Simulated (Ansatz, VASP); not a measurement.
**One calculation of TiAl3, two programs**

The input POSCAR:

```
TiAl3
1.0
    3.8963361812      0.0000000000      0.0000000000
    0.0000000000      3.8963361812      0.0000000000
    0.0000000000      0.0000000000      4.0743413875
Ti Al
1 3
Direct
    0.0000000000      0.0000000000      0.0000000000
    0.5000000000      0.5000000000      0.0000000000
    0.5000000000      0.0000000000      0.5000000000
    0.0000000000      0.5000000000      0.5000000000
```

The input INCAR.step1:

```
SYSTEM = TiAl3
PREC     = Accurate       ! precision mode
ENCUT    = 520            ! plane-wave cutoff, eV
ISMEAR   = 0              ! smearing method
SIGMA    = 0.15           ! smearing width, eV
LREAL    = .FALSE.        ! projectors in reciprocal space
LASPH    = .TRUE.         ! aspherical terms in the spheres
NELM     = 100            ! most SCF steps
NBANDS   = 18             ! bands
GGA      = PE             ! functional
ALGO     = Normal         ! electronic algorithm
EDIFF    = 1E-4           ! SCF threshold, eV
LWAVE    = .TRUE.         ! write WAVECAR
LCHARG   = .FALSE.        ! write CHGCAR
```

INCAR.step2

```
SYSTEM = TiAl3
PREC     = Accurate       ! precision mode
ENCUT    = 520            ! plane-wave cutoff, eV
EDIFF    = 1E-7           ! SCF threshold, eV
ISMEAR   = 0              ! smearing method
SIGMA    = 0.15           ! smearing width, eV
LREAL    = .FALSE.        ! projectors in reciprocal space
LASPH    = .TRUE.         ! aspherical terms in the spheres
NELM     = 100            ! most SCF steps
ALGO     = Normal         ! electronic algorithm
ISIF     = 2              ! what is computed and relaxed
LWAVE    = .FALSE.        ! write WAVECAR
LCHARG   = .FALSE.        ! write CHGCAR
METAGGA  = R2SCAN         ! meta-GGA
LMIXTAU  = .TRUE.       
NBANDS   = 18             ! bands
ISTART   = 1
```

Contents of KPOINTS:

```
regular mesh
0
G
  12 12 12
  0 0 0
```

Input for Ansatz:

```yaml
crystal:
  lattice:
    - [3.8963361812, 0.0, 0.0]
    - [0.0, 3.8963361812, 0.0]
    - [0.0, 0.0, 4.0743413875]
  atoms:
    - { symbol: Ti, position: [0.0, 0.0, 0.0] }
    - { symbol: Al, position: [0.5, 0.5, 0.0] }
    - { symbol: Al, position: [0.5, 0.0, 0.5] }
    - { symbol: Al, position: [0.0, 0.5, 0.5] }
basis:
  ecutwfc: 500
kpoints:
  mp_grid: { grid: [12, 12, 12] }
hamiltonian:
  xc: r2scan
scf:
  occupations: { method: gaussian, width: 0.15 }
output:
  forces: true
  stress: true
  eigenvalues: true
```

Change from the starting cell: strain -0.015 along x and y, +0.030 along z, atoms carried along.

Alike in both runs: task single point; functional r2SCAN; k mesh 12 × 12 × 12; occupations gaussian, width 0.15 eV; no spin polarisation.

|  | VASP | Ansatz |
| --- | --- | --- |
| version | VASP 6.6.1 | Ansatz 0.2.0 |
| potentials or method | VASP PAW PBE potentials, release 64 (Ti_sv, Al), cutoff 520 eV | scalar-relativistic, plane waves, PAW |
| valence electrons in the cell | 21 | 21 |

```csv
,VASP,Ansatz,Ansatz less VASP
gap on the k mesh at the Fermi level (eV),none,none,-
pressure (GPa),0.2,0.3,+0.10
"traceless stress, the component that is largest in VASP (GPa)",-3.93,-3.93,-0.002
```

VASP's potentials were made for PBE, not for r2SCAN. A gap of «none» marks a metal or a gap that the smearing closes. With one functional, cell and mesh, what is left measures potentials, basis and numerics.
